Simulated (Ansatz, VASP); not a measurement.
# In: VASP beside Ansatz

```xyz
1
Lattice="-1.6020 1.6282 2.4756 1.6282 -1.6020 2.4756 1.5261 1.5261 -2.4583" Properties=species:S:1:pos:R:3 pbc="T T T"
In    0.0000    0.0000    0.0000
```

Alike in both runs: task single point; functional LDA; k mesh 19 × 19 × 23; occupations fermi-dirac, width 0.1 eV; no spin polarisation.

|  | VASP | Ansatz |
| --- | --- | --- |
| version | VASP 6.6.1 | Ansatz 0.2.0 |
| potentials or method | VASP PAW LDA potentials, release 64 (In_d), cutoff 520 eV | plane waves (420 eV) with PAW, scalar-relativistic |
| valence electrons in the cell | 13 | 13 |

|  | VASP | Ansatz | Ansatz less VASP |
| --- | --- | --- | --- |
| pressure (GPa) | 0.1 | 0.0 | -0.03 |
| traceless stress, the component that is largest in VASP (GPa) | 0.22 | 0.22 | -0.001 |

Ansatz warns that its potentials were made for another functional, while VASP's fit it. LDA's correlation is that of Perdew and Zunger in VASP and of Perdew and Wang (1992) in Ansatz.
